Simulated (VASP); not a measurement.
# CdTe (F-43m) in VASP: settings compared, part 2 of 2

VASP 6.6.1. Earlier steps stand in the parts before.

## (3) Single point, BLYP (volume scaled by 0.98)

Input file INCAR:

```
  PREC = Accurate
  ENCUT = 520
  EDIFF = 1E-7
  ISMEAR = 0
  SIGMA = 0.05
  LREAL = F
  LASPH = T
  NELM = 80
  ALGO = Normal
  ISIF = 2
  LWAVE = F
  LCHARG = F
  GGA = B5
  ALDAX = 1.0
  AGGAX = 1.0
  AGGAC = 1.0
  ALDAC = 0.0
  NBANDS = 16
```

Input file KPOINTS:

```
Automatic mesh
0
Gamma
  6 6 6
```

Input file POSCAR:

```
CdTe
1.0
    0.0000000000      3.3587781406      3.3587781406
    3.3587781406      0.0000000000      3.3587781406
    3.3587781406      3.3587781406      0.0000000000
Cd Te
1 1
Direct
    0.0000000000      0.0000000000      0.0000000000
    0.2500000000      0.2500000000      0.2500000000
```

Potentials or basis: VASP PAW PBE potentials, release 64 (Cd, Te).

On the command line:

```bash
$ cat potpaw_PBE.64/Cd/POTCAR potpaw_PBE.64/Te/POTCAR > POTCAR
$ mpirun -np 1 vasp_std > vasp.out
```

OUTCAR:

```text
PREC = Accurate
   ENCUT = 520
   EDIFF = 1E-7
   ISMEAR = 0
   LREAL = F
   LASPH = T
   NELM = 80
   ISIF = 2
   GGA = B5

 ion  position               nearest neighbor table
   1  0.000  0.000  0.000-   2 2.91   2 2.91   2 2.91   2 2.91
   2  0.250  0.250  0.250-   1 2.91   1 2.91   1 2.91   1 2.91

  LATTYP: Found a face centered cubic cell.
 ALAT       =     6.7175562812

  Lattice vectors:

 A1 = (   0.0000000000,   3.3587781406,   3.3587781406)
 A2 = (   3.3587781406,   0.0000000000,   3.3587781406)
 A3 = (   3.3587781406,   3.3587781406,   0.0000000000)

Analysis of symmetry for initial positions (statically):
=====================================================================
 Subroutine PRICEL returns:
 Original cell was already a primitive cell.

 Routine SETGRP: Setting up the symmetry group for a
 face centered cubic supercell.

 Subroutine GETGRP returns: Found 24 space group operations
 (whereof 24 operations were pure point group operations)
 out of a pool of 48 trial point group operations.

The static configuration has the point symmetry T_d .

Analysis of symmetry for dynamics (positions and initial velocities):
[... 149 lines left out ...]

 E-fermi :   2.0254     XC(G=0):  -7.6376

 val. band max:        1.8349352222   @ k =   0.0000   0.0000   0.0000
 cond. band min:       2.2091507296   @ k =   0.0000   0.0000   0.0000
 fundamental gap:      0.3742155074
 Fermi energy:         2.0254032073

 k-point     1 :       0.0000    0.0000    0.0000
  band No.  band energies     occupation
      1      -8.8032      2.00000
      2      -6.2048      2.00000
      3      -6.2048      2.00000
      4      -6.2048      2.00000
      5      -6.0181      2.00000
      6      -6.0181      2.00000
[... 281 lines left out ...]
      3      -6.1073      2.00000
      4      -6.0499      2.00000
      5      -6.0078      2.00000
      6      -5.5995      2.00000
[... 8 lines left out ...]
     15      12.5160      0.00000
     16      12.9006      0.00000

------------------------ aborting loop because EDIFF is reached ----------------------------------------

  FORCE on cell =-STRESS in cart. coord.  units (eV):
  Direction    XX          YY          ZZ          XY          YZ          ZX
  --------------------------------------------------------------------------------------
  -------------------------------------------------------------------------------------
  Total        0.3826551      0.3826551      0.3826551      0.0000000     -0.0000000      0.0000000
  in kB        8.0899191      8.0899191      8.0899191      0.0000000     -0.0000000      0.0000000
  external PRESSURE =       8.0899191 kB  Pullay stress =       0.0000000 kB

 VOLUME and BASIS-vectors are now :
 -----------------------------------------------------------------------------
  energy-cutoff  :      520.00
  volume of cell :       75.78
      direct lattice vectors                 reciprocal lattice vectors
     0.000000000  3.358778141  3.358778141    -0.148863658  0.148863658  0.148863658
     3.358778141  0.000000000  3.358778141     0.148863658 -0.148863658  0.148863658
     3.358778141  3.358778141  0.000000000     0.148863658  0.148863658 -0.148863658

 POSITION                                       TOTAL-FORCE (eV/Angst)
 -----------------------------------------------------------------------------------
      0.00000      0.00000      0.00000        -0.000000     -0.000000     -0.000000
      1.67939      1.67939      1.67939         0.000000      0.000000      0.000000
 -----------------------------------------------------------------------------------
    total drift:                                0.000001      0.000001      0.000001

  FREE ENERGIE OF THE ION-ELECTRON SYSTEM (eV)
  ---------------------------------------------------
  free  energy   TOTEN  =        -3.8205701257 eV

  energy  without entropy=       -3.8205701253  energy(sigma->0) =       -3.82057013
```

OSZICAR:

```text
N       E                     dE             d eps       ncg     rms          rms(c)
DAV:   1     0.101622878908E+03    0.10162E+03   -0.80354E+03   512   0.956E+02
DAV:   2    -0.391316979458E+00   -0.10201E+03   -0.97353E+02   616   0.234E+02
DAV:   3    -0.407864349168E+01   -0.36873E+01   -0.36816E+01   632   0.463E+01
DAV:   4    -0.411545783746E+01   -0.36814E-01   -0.36813E-01   784   0.401E+00
DAV:   5    -0.411556305673E+01   -0.10522E-03   -0.10522E-03   656   0.201E-01    0.412E+00
DAV:   6    -0.383354233436E+01    0.28202E+00   -0.50987E-01   568   0.792E+00    0.361E+00
DAV:   7    -0.381958457923E+01    0.13958E-01   -0.10331E-01   608   0.200E+00    0.158E+00
DAV:   8    -0.382027462835E+01   -0.69005E-03   -0.86880E-03   576   0.102E+00    0.420E-01
DAV:   9    -0.382052284602E+01   -0.24822E-03   -0.93020E-04   592   0.295E-01    0.922E-02
DAV:  10    -0.382055179216E+01   -0.28946E-04   -0.92632E-05   632   0.887E-02    0.627E-02
DAV:  11    -0.382057122869E+01   -0.19437E-04   -0.36699E-05   600   0.394E-02    0.194E-02
DAV:  12    -0.382057024167E+01    0.98702E-06   -0.37921E-06   616   0.144E-02    0.101E-02
DAV:  13    -0.382057013089E+01    0.11078E-06   -0.14730E-07   656   0.235E-03    0.480E-03
DAV:  14    -0.382057012568E+01    0.52098E-08   -0.82515E-08   472   0.173E-03
   1 F= -.38205701E+01 E0= -.38205701E+01  d E =-.373503E-09
```

stdout:

```text
POSCAR found type information on POSCAR CdTe
 POSCAR found :  2 types and       2 ions
 scaLAPACK will be used
 -----------------------------------------------------------------------------
|                                                                             |
|                                                                             |
|     You enforced a specific xc type in the INCAR file but a different       |
|     I HOPE YOU KNOW WHAT YOU ARE DOING!                                     |
|                                                                             |
 -----------------------------------------------------------------------------

 LDA part: xc-table for (Slater(with rela. corr.)+VWN5), standard interpolation
 POSCAR, INCAR and KPOINTS ok, starting setup
 FFT: planning ... GRIDC
 FFT: planning ... GRID_SOFT
 FFT: planning ... GRID
 WAVECAR not read
 entering main loop
```

Run time: 55 s. Hardware: 1 thread of Intel Xeon 8259CL, shared host; peak memory 0.21 GiB.

Results:

```
Free energy            : -3.8206 eV
Pressure               : 0.8 GPa
Band gap on the k mesh : 0.37 eV, direct
```

Levels at points of the mesh, in eV from the valence-band top:
```
           k point  band 7  band 8  band 9  band 10  band 11  band 12
(0.00, 0.00, 0.00)    0.00    0.00    0.00     0.37     4.66     4.66
(0.50, 0.00, 0.00)   -3.86   -0.63   -0.63     1.66     5.23     5.23
(0.50, 0.50, 0.00)   -3.84   -1.52   -1.52     2.64     2.90     8.35
```

Caveat: the cell differs from its parent crystal (volume scaled by 0.98); the PAW data sets were made with another functional, which shifts forces and pressure a little; spin-orbit coupling is left out, which moves the levels of the heavy elements.

## (4) Single point, BLYP (volume scaled by 0.96)

Input file INCAR:

```
SYSTEM = CdTe
PREC = Accurate
ENCUT = 520
EDIFF = 1E-6
ISMEAR = 0
SIGMA = 0.05
LREAL = .False.
LASPH = .True.
NELM = 100
ALGO = Normal
ISIF = 2
LWAVE = .False.
LCHARG = .False.
GGA = B5
ALDAX = 1.0
AGGAX = 1.0
AGGAC = 1.0
ALDAC = 0.0
NBANDS = 16
```

Input file KPOINTS:

```
Automatic mesh
0
Gamma
  6 6 6
  0 0 0
```

Input file POSCAR:

```
CdTe
1.0
    0.0000000000      3.3357720888      3.3357720888
    3.3357720888      0.0000000000      3.3357720888
    3.3357720888      3.3357720888      0.0000000000
Cd Te
1 1
Direct
    0.0000000000      0.0000000000      0.0000000000
    0.2500000000      0.2500000000      0.2500000000
```

On the command line:

```bash
$ cat potpaw_PBE.64/Cd/POTCAR potpaw_PBE.64/Te/POTCAR > POTCAR
$ mpirun -np 1 vasp_std > vasp.out
```

It took 51 s on 1 thread of Intel Xeon 8259CL, shared host; peak memory 0.21 GiB.

Results (log left out):

```
Free energy            : -3.8093 eV
Pressure               : 1.5 GPa
Band gap on the k mesh : 0.44 eV, direct
```

Levels at points of the mesh, in eV from the valence-band top:
| k point | band 5 | band 6 | band 7 | band 8 | band 9 | band 10 | band 11 | band 12 | band 13 | band 14 |
| --- | --- | --- | --- | --- | --- | --- | --- | --- | --- | --- |
| (0.00, 0.00, 0.00) | -7.89 | -7.89 | 0.00 | 0.00 | 0.00 | 0.44 | 4.66 | 4.66 | 4.66 | 7.45 |
| (0.50, 0.00, 0.00) | -7.89 | -7.61 | -3.96 | -0.65 | -0.65 | 1.69 | 5.23 | 5.23 | 7.04 | 8.46 |
| (0.50, 0.50, 0.00) | -7.87 | -7.49 | -3.92 | -1.57 | -1.57 | 2.65 | 2.86 | 8.45 | 8.64 | 8.64 |

Caveat: the cell differs from its parent crystal (volume scaled by 0.96); the PAW data sets were made with another functional, which shifts forces and pressure a little; spin-orbit coupling is left out, which moves the levels of the heavy elements.

## (5) Single point, revPBE

This run uses another cell than the first one, of 37.48 Å³/atom, 1.042 times its volume.

Input file INCAR:

```
SYSTEM = CdTe
PREC = Accurate
ENCUT = 520
EDIFF = 1E-7
ISMEAR = 0
SIGMA = 0.05
LREAL = .False.
LASPH = .True.
NELM = 100
ALGO = Normal
ISIF = 2
LWAVE = .False.
LCHARG = .False.
GGA = RE
NBANDS = 16
```

KPOINTS is that of step 4.

Input file POSCAR:

```
CdTe
1.0
    0.0000000000      3.3465530283      3.3465530283
    3.3465530283      0.0000000000      3.3465530283
    3.3465530283      3.3465530283      0.0000000000
Cd Te
1 1
Direct
    0.0000000000      0.0000000000      0.0000000000
    0.2500000000      0.2500000000      0.2500000000
```

On the command line:

```bash
$ cat potpaw_PBE.64/Cd/POTCAR potpaw_PBE.64/Te/POTCAR > POTCAR
$ mpirun -np 1 vasp_std > vasp.out
```

Run time: 43 s. Hardware: 1 thread of Intel Xeon 8259CL, shared host; peak memory 0.21 GiB.

It converged, with:

| Item | Value |
| --- | --- |
| Free energy | -4.2581 eV |
| Pressure | 0.1 GPa |
| Band gap on the k mesh | 0.59 eV, direct |

Levels at points of the mesh, in eV from the valence-band top:
```
           k point  band 6  band 7  band 8  band 9  band 10  band 11  band 12  band 13
(0.00, 0.00, 0.00)   -7.82    0.00    0.00    0.00     0.59     4.70     4.70     4.70
(0.50, 0.00, 0.00)   -7.53   -3.87   -0.64   -0.64     1.80     5.27     5.27     7.13
(0.50, 0.50, 0.00)   -7.42   -3.83   -1.54   -1.54     2.73     2.94     8.50     8.71
```

Caveat: the PAW data sets were made with another functional, which shifts forces and pressure a little; spin-orbit coupling is left out, which moves the levels of the heavy elements. Expect the measured gap to be larger: semilocal functionals such as revPBE lack the derivative discontinuity.

## (6) Single point, BLYP

This run uses another cell than the first one, of 38.66 Å³/atom, 1.075 times its volume.

Input file INCAR:

```
AGGAC = 1.0
AGGAX = 1.0
ALDAC = 0.0
ALDAX = 1.0
ALGO = Normal
EDIFF = 1E-6
ENCUT = 520
GGA = B5
ISIF = 2
ISMEAR = 0
LASPH = True
LCHARG = True
LELF = True
LREAL = False
LVHAR = True
LWAVE = False
NBANDS = 16
NELM = 80
PREC = Accurate
SIGMA = 0.05
```

Input file KPOINTS:

```
k-points
0
Gamma
  6 6 6
```

Input file POSCAR:

```
CdTe
1.0
    0.0000000000      3.3814732759      3.3814732759
    3.3814732759      0.0000000000      3.3814732759
    3.3814732759      3.3814732759      0.0000000000
Cd Te
1 1
Direct
    0.0000000000      0.0000000000      0.0000000000
    0.2500000000      0.2500000000      0.2500000000
```

Potentials or basis: VASP PAW PBE potentials, release 64 (Cd, Te).

On the command line:

```bash
$ cat potpaw_PBE.64/Cd/POTCAR potpaw_PBE.64/Te/POTCAR > POTCAR
$ mpirun -np 1 vasp_std > vasp.out
```

It took 56 s on 1 thread of Intel Xeon 8259CL, shared host; peak memory 0.21 GiB.

It converged, with:

| Quantity | Value |
| --- | --- |
| Free energy | -3.8253 eV |
| Pressure | 0.2 GPa |
| Band gap on the k mesh | 0.31 eV, direct |

Levels at points of the mesh, in eV from the valence-band top:
| k point | band 6 | band 7 | band 8 | band 9 | band 10 | band 11 | band 12 | band 13 |
| --- | --- | --- | --- | --- | --- | --- | --- | --- |
| (0.00, 0.00, 0.00) | -7.82 | 0.00 | 0.00 | 0.00 | 0.31 | 4.66 | 4.66 | 4.66 |
| (0.50, 0.00, 0.00) | -7.56 | -3.76 | -0.60 | -0.60 | 1.64 | 5.23 | 5.23 | 6.93 |
| (0.50, 0.50, 0.00) | -7.46 | -3.75 | -1.46 | -1.46 | 2.62 | 2.93 | 8.25 | 8.43 |

Caveat: the PAW data sets were made with another functional, which shifts forces and pressure a little; spin-orbit coupling is left out, which moves the levels of the heavy elements.

## (7) Summary

```csv
level,cell,gap on the mesh (eV),pressure (GPa)
PBE+D4,"a = 4.668 Å, angles 60.0°, 2 atoms",0.60,-1.3
BLYP,"a = 4.750 Å, angles 60.0°, 2 atoms",0.37,0.8
BLYP,"a = 4.717 Å, angles 60.0°, 2 atoms",0.44,1.5
revPBE,"a = 4.733 Å, angles 60.0°, 2 atoms",0.59,0.1
BLYP,"a = 4.782 Å, angles 60.0°, 2 atoms",0.31,0.2
```

Alike in all rows: task single point; potentials or basis VASP PAW PBE potentials, release 64 (Cd, Te); no spin polarisation; k mesh 6 × 6 × 6; cutoff (eV) 520; smearing gaussian 0.05 eV.

Caveats: spin-orbit coupling is left out, which moves the levels of the heavy elements; the PAW data sets were made with another functional, which shifts forces and pressure a little (some runs).

Absolute energies hang on the potentials; compare differences alone.
